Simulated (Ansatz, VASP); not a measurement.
# One calculation of SnSe2, two programs

File INCAR:

```
  ALGO = Normal
  EDIFF = 1E-6
  ENCUT = 520
  GGA = PE
  ISIF = 2
  ISMEAR = 0
  IVDW = 12
  LASPH = True
  LCHARG = True
  LELF = True
  LREAL = False
  LUSENCCL = False
  LVHAR = True
  LWAVE = False
  NBANDS = 64
  NELM = 60
  PREC = Accurate
  SIGMA = 0.03
```

File KPOINTS:

```
k-points
0
Gamma
  4 4 4
```

Contents of POSCAR:

```
SnSe2
1.0
   -1.9195242982      3.3247136108     -6.0116310577
   -1.9195242982      3.3247136108      6.0116310577
    7.6780971927      0.0000000000      0.0000000000
Sn Se
4 8
Direct
    0.0000000000      0.0000000000      0.0000000000
    0.5000000000      0.5000000000      0.0000000000
    0.0000000000      0.0000000000      0.5000000000
    0.5000000000      0.5000000000      0.5000000000
    0.2007568342      0.4659098325      0.1666666667
    0.7007568342      0.9659098325      0.1666666667
    0.2007568342      0.4659098325      0.6666666667
    0.7007568342      0.9659098325      0.6666666667
    0.7992431658      0.5340901675      0.3333333333
    0.2992431658      0.0340901675      0.3333333333
    0.7992431658      0.5340901675      0.8333333333
    0.2992431658      0.0340901675      0.8333333333
```

Input for Ansatz:

```yaml
crystal:
  lattice:
    - [-1.9195242987, 3.3247136118, -6.0116310679]
    - [-1.9195242987, 3.3247136118, 6.0116310679]
    - [7.678097195, -1.0e-10, 0.0]
  atoms:
    - { symbol: Sn, position: [0.0, 0.0, 0.0] }
    - { symbol: Sn, position: [0.5, 0.5, 0.0] }
    - { symbol: Sn, position: [0.0, 0.0, 0.5] }
    - { symbol: Sn, position: [0.5, 0.5, 0.5] }
    - { symbol: Se, position: [0.2007568344, 0.4659098322, 0.1666666667] }
    - { symbol: Se, position: [0.7007568344, 0.9659098322, 0.1666666667] }
    - { symbol: Se, position: [0.2007568344, 0.4659098322, 0.6666666667] }
    - { symbol: Se, position: [0.7007568344, 0.9659098322, 0.6666666667] }
    - { symbol: Se, position: [0.7992431656, 0.5340901678, 0.3333333333] }
    - { symbol: Se, position: [0.2992431656, 0.0340901678, 0.3333333333] }
    - { symbol: Se, position: [0.7992431656, 0.5340901678, 0.8333333333] }
    - { symbol: Se, position: [0.2992431656, 0.0340901678, 0.8333333333] }
basis:
  ecutwfc: 420
kpoints:
  mp_grid: { grid: [4, 4, 4] }
hamiltonian:
  xc: pbe
  dispersion: d3bj
scf:
  occupations: { method: gaussian, width: 0.03 }
output:
  forces: true
  stress: true
  eigenvalues: true
  write_density: true
  write_potential: true
  elf: true
  volumetric_format: npy
```

Alike in both runs: task single point; functional PBE; dispersion D3(BJ); k mesh 4 × 4 × 4; occupations gaussian, width 0.03 eV; no spin polarisation.

|  | VASP | Ansatz |
| --- | --- | --- |
| version | VASP 6.6.1 | Ansatz 0.2.0 |
| potentials or method | VASP PAW PBE potentials, release 64 (Sn_d, Se), cutoff 520 eV | scalar-relativistic, plane waves, PAW |
| valence electrons in the cell | 104 | 184 |

```csv
,VASP,Ansatz,Ansatz less VASP
gap on the k mesh at the Fermi level (eV),0.49,0.49,+0.005
least direct gap on the mesh (eV),0.72,0.73,+0.006
pressure (GPa),0.1,0.0,-0.06
rms of the force components (eV/Å),0.005,0.002,-0.0036
```

Atom by atom the forces differ by 0.007 eV/Å (rms over components). VASP's potentials hold 104 valence electrons a cell and Ansatz's 184, so a difference there can come from the potentials and not from the codes.
